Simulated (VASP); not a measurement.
A run of VASP 6.6.1 is set up as follows.

INCAR

```
SYSTEM = GaRh3C
PREC = Accurate
ENCUT = 520
EDIFF = 1E-6
ISMEAR = 0
SIGMA = 0.1
LREAL = .False.
LASPH = .True.
NELM = 60
ALGO = Normal
ISIF = 2
LWAVE = .False.
LCHARG = .True.
GGA = PS
LELF = .True.
LVHAR = .True.
NBANDS = 39
```

KPOINTS

```
Automatic mesh
0
Gamma
  6 6 6
  0 0 0
```

Contents of POSCAR:

```
GaRh3C
1.0
    3.9949361325      0.0000000000      0.0000000000
    0.0000000000      3.9949361325      0.0000000000
    0.0000000000      0.0000000000      3.9949361325
Ga Rh C
1 3 1
Direct
    0.0000000000      0.0000000000      0.0000000000
    0.0000000000      0.5000000000      0.5000000000
    0.5000000000      0.0000000000      0.5000000000
    0.5000000000      0.5000000000      0.0000000000
    0.5000000000      0.5000000000      0.5000000000
```

Potentials or basis: VASP PAW PBE potentials, release 64 (Ga_d, Rh_pv, C).

Run with:

```console
$ cat potpaw_PBE.64/Ga_d/POTCAR potpaw_PBE.64/Rh_pv/POTCAR potpaw_PBE.64/C/POTCAR > POTCAR
$ mpirun -np 1 vasp_std > vasp.out
```

Problem. What does it give for the band gap on the k mesh?

Solution. Zero (band 31 reaches 10.49 eV, above the bottom of band 32 at 10.33 eV).

Problem. Estimate the pressure.

Solution. -0.1 GPa.

Caveat: the PAW data sets were made with another functional, which shifts forces and pressure a little.
